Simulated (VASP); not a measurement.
# LaB6 (P1) in VASP: single point with r2SCAN

Aim: the single point of LaB6 with r2SCAN.

Everything below comes from runs of VASP 6.6.1. Logs are shortened: lines on timing, memory, paths and dates and some standing lists are left out, and cuts for length are marked.

**1. The cell of the first run**

The typed cell holds 7 atoms: a = 4.168 Å, b = 4.151 Å, c = 4.145 Å, α = 89.75°, β = 87.57°, γ = 90.19°.

**2. Single point, r2SCAN (atoms moved at random and the cell strained at random)**

File POSCAR:

```
LaB6
1.0
    4.1671183547     -0.0071046639      0.0881525990
   -0.0071046639      4.1510002199      0.0091513370
    0.0881525990      0.0091513370      4.1443828337
La B
1 6
Direct
    0.0635679253     -0.0077989334      0.0145008261
    0.1946208251      0.5209809954      0.5020559974
    0.8113688850      0.4926999703      0.5120929553
    0.4715420159      0.5246277481      0.2218178381
    0.4852923456      0.5281597759      0.7427735597
    0.5465407703      0.1712707848      0.5125537089
    0.4270672329      0.7700596588      0.4942051146
```

File INCAR.step1:

```
PREC     = Accurate       # precision mode
ENCUT    = 520            # plane-wave cutoff, eV
ISMEAR   = 0              # smearing method
SIGMA    = 0.05           # smearing width, eV
LREAL    = False          # projectors in reciprocal space
LASPH    = True           # aspherical terms in the spheres
NELM     = 60             # most SCF steps
NBANDS   = 24             # bands
GGA      = PE             # functional
ALGO     = Normal         # electronic algorithm
EDIFF    = 1E-4           # SCF threshold, eV
LWAVE    = True           # write WAVECAR
LCHARG   = False          # write CHGCAR
```

File INCAR.step2:

```
PREC     = Accurate       # precision mode
ENCUT    = 520            # plane-wave cutoff, eV
EDIFF    = 1E-6           # SCF threshold, eV
ISMEAR   = 0              # smearing method
SIGMA    = 0.05           # smearing width, eV
LREAL    = False          # projectors in reciprocal space
LASPH    = True           # aspherical terms in the spheres
NELM     = 60             # most SCF steps
ALGO     = Normal         # electronic algorithm
ISIF     = 2              # what is computed and relaxed
LWAVE    = False          # write WAVECAR
LCHARG   = True           # write CHGCAR
METAGGA  = R2SCAN         # meta-GGA
LMIXTAU  = True         
LELF     = True           # ELF
LVHAR    = True         
NBANDS   = 24             # bands
ISTART   = 1
```

File KPOINTS:

```
regular mesh
0
Gamma
  8 8 8
```

Potentials or basis: VASP PAW PBE potentials, release 64 (La, B).

Run with:

```sh
> cat potpaw_PBE.64/La/POTCAR potpaw_PBE.64/B/POTCAR > POTCAR
> cp INCAR.step1 INCAR
> mpirun -np 1 vasp_std > vasp.out
> cp INCAR.step2 INCAR
> mpirun -np 1 vasp_std > vasp.out
```

OUTCAR:

```text
PREC = Accurate
   ENCUT = 520
   EDIFF = 1E-6
   ISMEAR = 0
   LREAL = False
   LASPH = True
   NELM = 60
   ISIF = 2
   METAGGA = R2SCAN
   ISTART = 1

 ion  position               nearest neighbor table
   1  0.064  0.992  0.015-   7 2.71   4 2.74   7 2.75   5 2.82   2 2.88   6 2.92
   2  0.195  0.521  0.502-   7 1.41   3 1.60   5 1.60   4 1.60   6 2.07   1 2.88
   3  0.811  0.493  0.512-   2 1.60   5 1.64   6 1.73   4 1.90   7 1.98
   4  0.472  0.525  0.222-   7 1.53   2 1.60   3 1.90   6 1.93   5 1.98   5 2.16   1 2.74
   5  0.485  0.528  0.743-   7 1.46   2 1.60   3 1.64   6 1.78   4 1.98   4 2.16   1 2.82
   6  0.547  0.171  0.513-   3 1.73   7 1.74   5 1.78   4 1.93   2 2.07   1 2.92
   7  0.427  0.770  0.494-   2 1.41   5 1.46   4 1.53   6 1.74   3 1.98   1 2.71   1 2.75

  LATTYP: Found a triclinic cell.
 ALAT       =     7.1126171841
 B/A-ratio  =     0.5836130752
 C/A-ratio  =     0.5828136453
 COS(alpha) =     0.0043753175
 COS(beta)  =     0.5605193648
 COS(gamma) =     0.5881373809

  Lattice vectors:

 A1 = (   4.0860704196,  -4.1672562208,  -4.0653815717)
 A2 = (   0.0071046639,  -4.1510002199,  -0.0091513370)
 A3 = (  -0.0881525990,  -0.0091513370,  -4.1443828337)

Analysis of symmetry for initial positions (statically):
=====================================================================
 Subroutine PRICEL returns:
 Original cell was already a primitive cell.

 Routine SETGRP: Setting up the symmetry group for a
 triclinic supercell.

 Subroutine GETGRP returns: Found  1 space group operations
 (whereof  1 operations were pure point group operations)
 out of a pool of  2 trial point group operations.

The static configuration has the point symmetry C_1 .

Analysis of symmetry for dynamics (positions and initial velocities):
=====================================================================
 Subroutine PRICEL returns:
 Original cell was already a primitive cell.

 Routine SETGRP: Setting up the symmetry group for a
 triclinic supercell.

 Subroutine GETGRP returns: Found  1 space group operations
 (whereof  1 operations were pure point group operations)
 out of a pool of  2 trial point group operations.

The dynamic configuration has the point symmetry C_1 .

 Subroutine INISYM returns: Found  1 space group operations
 (whereof  1 operations are pure point group operations),
 and found     1 'primitive' translations

----------------------------------------------------------------------------------------

                                     Primitive cell

  volume of cell :      71.6555

  direct lattice vectors                    reciprocal lattice vectors
     4.167118355 -0.007104664  0.088152599     0.240082753  0.000422175 -0.005107584
    -0.007104664  4.151000220  0.009151337     0.000422175  0.240907708 -0.000540935
     0.088152599  0.009151337  4.144382834    -0.005107584 -0.000540935  0.241400285

  length of vectors
     4.168056710  4.151016387  4.145330349     0.240137448  0.240908685  0.241454918

  position of ions in fractional coordinates (direct lattice)
     0.063567925  0.992201067  0.014500826
     0.194620825  0.520980995  0.502055997
     0.811368885  0.492699970  0.512092955
     0.471542016  0.524627748  0.221817838
     0.485292346  0.528159776  0.742773560
     0.546540770  0.171270785  0.512553709
     0.427067233  0.770059659  0.494205115

  ion indices of the primitive-cell ions
   primitive index   ion index
                 1           1
                 2           2
                 3           3
                 4           4
                 5           5
                 6           6
                 7           7

----------------------------------------------------------------------------------------

 KPOINTS: regular mesh

Automatic generation of k-mesh.
 Grid dimensions read from file:
 generate k-points for:    8    8    8

 Generating k-lattice:

  Cartesian coordinates                     Fractional coordinates (reciprocal lattice)
     0.030010344  0.000052772 -0.000638448     0.125000000 -0.000000000  0.000000000
     0.000052772  0.030113464 -0.000067617    -0.000000000  0.125000000  0.000000000
    -0.000638448 -0.000067617  0.030175036     0.000000000  0.000000000  0.125000000

  Length of vectors
     0.030017181  0.030113586  0.030181865

  Shift w.r.t. Gamma in fractional coordinates (k-lattice)
     0.000000000  0.000000000  0.000000000

 Subroutine IBZKPT returns following result:
 ===========================================

 Found    260 irreducible k-points:

 Following reciprocal coordinates:
            Coordinates               Weight
  0.000000  0.000000  0.000000      1.000000
  0.125000 -0.000000  0.000000      2.000000
  0.250000 -0.000000  0.000000      2.000000
  0.375000 -0.000000  0.000000      2.000000
  0.500000 -0.000000  0.000000      1.000000
  0.000000  0.125000  0.000000      2.000000
[... 16 lines left out ...]
  0.125000  0.375000  0.000000      2.000000
  0.250000  0.375000  0.000000      2.000000
 [... further k-points ...]
   k-points           NKPTS =    260   k-points in BZ     NKDIM =    260   number of bands    NBANDS=     24
   number of dos      NEDOS =    301   number of ions     NIONS =      7
   total plane-waves  NPLWV =  32768
   dimension x,y,z NGX =    32 NGY =   32 NGZ =   32
   dimension x,y,z NGXF=    64 NGYF=   64 NGZF=   64
   ions per type =               1   6
   NGX,Y,Z   is equivalent  to a cutoff of  12.76, 12.82, 12.83 a.u.
   NGXF,Y,Z  is equivalent  to a cutoff of  25.53, 25.63, 25.67 a.u.
 SYSTEM =  unknown system
   PREC   = accura    normal or accurate (medium, high low for compatibility)
   ISTART =      1    job   : 0-new  1-cont  2-samecut
   ICHARG =      0    charge: 1-file 2-atom 10-const
   ISPIN  =      1    spin polarized calculation?
   LNONCOLLINEAR =      F non collinear calculations
   LSORBIT =      F    spin-orbit coupling
   LASPH  =      T    aspherical Exc in radial PAW
   ENCUT  =  520.0 eV  38.22 Ry    6.18 a.u.   7.75  7.72  7.71*2*pi/ulx,y,z
   NELM   =     60;   NELMIN=  2; NELMDL=  0     # of ELM steps
   EDIFF  = 0.1E-05   stopping-criterion for ELM
   LREAL  =      F    real-space projection
   EDIFFG = 0.1E-04   stopping-criterion for IOM
   NSW    =      0    number of steps for IOM
   IBRION =     -1    ionic relax: 0-MD 1-quasi-New 2-CG
   NFREE  =      0    steps in history (QN), initial steepest desc. (CG)
   ISIF   =      2    stress and relaxation
   ISYM   =      2    0-nonsym 1-usesym 2-fastsym
   POTIM  = 0.5000    time-step for ionic-motion
   TEBEG  =    0.0;   TEEND  =   0.0 temperature during run
   PSTRESS=    0.0 pullay stress
   NELECT =      29.0000    total number of electrons
   NUPDOWN=      -1.0000    fix difference up-down
   EMIN   =  10.00;   EMAX   =-10.00  energy-range for DOS
   EFERMI =   0.00;   METHOD = LEGACY
   ISMEAR =     0;   SIGMA  =   0.05  broadening in eV -4-tet -1-fermi 0-gaus
   EFERMI_NEDOS =   21; number of points for ismear=-14 and -15
   IALGO  =     38    algorithm
   IMIX   =      4    mixing-type and parameters
     AMIX     =   0.40;   BMIX     =  1.00
     AMIX_MAG =   1.60;   BMIX_MAG =  1.00
  volume/ion in A,a.u.               =      10.24        69.08
  Fermi-wavevector in a.u.,A,eV,Ry     =   1.210945  2.288354 19.951408  1.466387
  Thomas-Fermi vector in A             =   2.346476
   LORBIT       =      0    0 simple, 1 ext, 2 COOP (PROOUT), +10 PAW based schemes
   METAGGA = R2SCAN    functional components
   LHFCALC =     F    Hartree Fock is set to
   AEXX    =    0.0000 exact exchange contribution
   IVDW    =     0    specifies the selected vdW correction
   LEPSILON=     F    determine dielectric tensor
   LRPA    =     F    only Hartree local field effects (RPA)
 non-spin polarized calculation
 Gauss-broadening in eV      SIGMA  =   0.05
  energy-cutoff  :      520.00
  volume of cell :       71.66
 maximum number of plane-waves:      1943
   NGX = 15   NGY = 15   NGZ = 15

 number of electron      29.0000001 magnetization

 Free energy of the ion-electron system (eV)
  ---------------------------------------------------
  ext. energy  EPLUGINS =         0.00000000
  ---------------------------------------------------
  free energy    TOTEN  =       -73.80377834 eV

  energy without entropy =      -73.80196579  energy(sigma->0) =      -73.80287207

 E-fermi :   8.4013     XC(G=0): -11.8645

 val. band max:        8.4006248746   @ k =   0.1250   0.2500   0.2500
 cond. band min:       8.4132131338   @ k =  -0.1250  -0.2500   0.2500
 fundamental gap:      0.0125882592
 Fermi energy:         8.4012796903

 k-point     1 :       0.0000    0.0000    0.0000
  band No.  band energies     occupation
      1     -25.6409      2.00000
      2      -9.3241      2.00000
      3      -9.0148      2.00000
      4      -8.9070      2.00000
      5      -8.4266      2.00000
      6      -1.4177      2.00000
[... 16 lines left out ...]
     23      11.0618      0.00000
     24      11.7472      0.00000

 k-point     2 :       0.1250   -0.0000    0.0000
  band No.  band energies     occupation
      1     -25.6374      2.00000
      2      -9.4422      2.00000
      3      -9.0091      2.00000
      4      -8.9301      2.00000
      5      -8.2708      2.00000
      6      -1.8708      2.00000
[... 16 lines left out ...]
     23      11.1034      0.00000
     24      11.7060      0.00000

 k-point     3 :       0.2500   -0.0000    0.0000
  band No.  band energies     occupation
      1     -25.6290      2.00000
      2      -9.6851      2.00000
      3      -8.9874      2.00000
      4      -8.9253      2.00000
      5      -7.9929      2.00000
      6      -2.6097      2.00000
[... 16 lines left out ...]
     23      11.2540      0.00000
     24      11.4809      0.00000
[... 514 lines left out ...]
 k-point    23 :       0.1250    0.3750    0.0000
  band No.  band energies     occupation
      1     -25.6148      2.00000
      2      -9.9191      2.00000
      3      -9.0209      2.00000
      4      -8.9239      2.00000
      5      -7.7240      2.00000
      6      -2.5088      2.00000
[... 16 lines left out ...]
     23      11.4438      0.00000
     24      11.8081      0.00000

 k-point    24 :       0.2500    0.3750    0.0000
  band No.  band energies     occupation
      1     -25.6067      2.00000
      2      -9.8021      2.00000
      3      -9.2045      2.00000
      4      -8.9009      2.00000
      5      -7.8061      2.00000
      6      -2.2502      2.00000
[... 16 lines left out ...]
     23      11.7452      0.00000
     24      12.0097      0.00000

 [... further k-points ...]
[... 5 lines left out ...]
  --------------------------------------------------------------------------------------
  -------------------------------------------------------------------------------------
  Total        7.3052811      9.0511528      9.3699941      4.7486110     -1.0157648     -2.5481768
  in kB      163.3420379    202.3787606    209.5078754    106.1763101    -22.7119381    -56.9758217
  external PRESSURE =     191.7428913 kB  Pullay stress =       0.0000000 kB

 VOLUME and BASIS-vectors are now :
 -----------------------------------------------------------------------------
  energy-cutoff  :      520.00
  volume of cell :       71.66
      direct lattice vectors                 reciprocal lattice vectors
     4.167118355 -0.007104664  0.088152599     0.240082753  0.000422175 -0.005107584
    -0.007104664  4.151000220  0.009151337     0.000422175  0.240907708 -0.000540935
     0.088152599  0.009151337  4.144382834    -0.005107584 -0.000540935  0.241400285

 POSITION                                       TOTAL-FORCE (eV/Angst)
 -----------------------------------------------------------------------------------
      0.25912      4.11831      0.07478        -1.374057      0.646012     -0.190836
      0.85156      2.16580      2.10264        -5.822698     -5.625843      0.214326
      3.42271      2.04412      2.19834        -1.492315     -0.498264     -1.377037
      1.98080      2.17641      0.96567         2.709244     -3.284490     -5.796820
      2.08400      2.19574      3.12595         1.238903     -4.626109      9.333072
      2.32147      0.71175      2.17397        -2.062236      1.068676     -0.990709
      1.81773      3.19801      2.09287         6.803159     12.320018     -1.191996
 -----------------------------------------------------------------------------------
    total drift:                                0.000220      0.000175      0.001665

  FREE ENERGIE OF THE ION-ELECTRON SYSTEM (eV)
  ---------------------------------------------------
  free  energy   TOTEN  =       -73.8037783423 eV

  energy  without entropy=      -73.8019657903  energy(sigma->0) =      -73.80287207
```

It took 29 min on 1 thread of Intel Xeon 8259CL, shared host; peak memory 0.53 GiB.

What came out:

| Item | Value |
| --- | --- |
| Free energy | -73.8038 eV |
| Pressure | 19.2 GPa |
| Largest force | 14.124 eV/Å |
| Band gap on the k mesh | zero (an odd number of electrons rules out a gap without spin polarisation) |

Forces in eV/Å, atoms in the order of the input:
```
La  -1.374  0.646 -0.191
B   -5.823 -5.626  0.214
B   -1.492 -0.498 -1.377
B    2.709 -3.284 -5.797
B    1.239 -4.626  9.333
B   -2.062  1.069 -0.991
B    6.803 12.320 -1.192
```

Stress tensor (GPa, compression positive):
```
16.33 10.62 -5.70
10.62 20.24 -2.27
-5.70 -2.27 20.95
```

Caveat: the cell differs from its parent crystal (atoms moved at random and the cell strained at random); the cell stands under pressure; the PAW data sets were made with another functional, which shifts forces and pressure a little; spin-orbit coupling is left out, which moves the levels of the heavy elements; an odd number of electrons without spin polarisation forces a metal; a magnetic or distorted state may lie lower.
